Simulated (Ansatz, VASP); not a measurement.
## Sb: VASP beside Ansatz

```xyz
2
Lattice="4.0685 0.0000 0.0000 -2.0342 3.5234 0.0000 0.0000 0.0000 27.1000" Properties=species:S:1:pos:R:3 pbc="T T T"
Sb    0.0000    2.3489    7.0000
Sb    2.0342    1.1745    8.6500
```

Alike in both runs: functional PBE; dispersion D3(BJ); k mesh 12 × 12 × 1; occupations gaussian, width 0.03 eV; no spin polarisation.

Ansatz relaxed the structure, and its values are those at the end. VASP's run is a single point on that final structure, the one shown.

|  | VASP | Ansatz |
| --- | --- | --- |
| version | VASP 6.6.1 | Ansatz 0.2.0 |
| potentials or method | VASP PAW PBE potentials, release 64 (Sb_d_GW), cutoff 400 eV | scalar-relativistic, plane waves, PAW |
| valence electrons in the cell | 30 | 30 |

Ansatz gave:

```
gap on the k mesh at the Fermi level (eV) : 1.18
least direct gap on the mesh (eV)         : 1.67
```

Which values does VASP return?

gap on the k mesh at the Fermi level (eV): 1.18; least direct gap on the mesh (eV): 1.66.

Ansatz's warnings: slab cell height set, structure snapped to symmetry.

Neither program's run includes spin-orbit coupling.
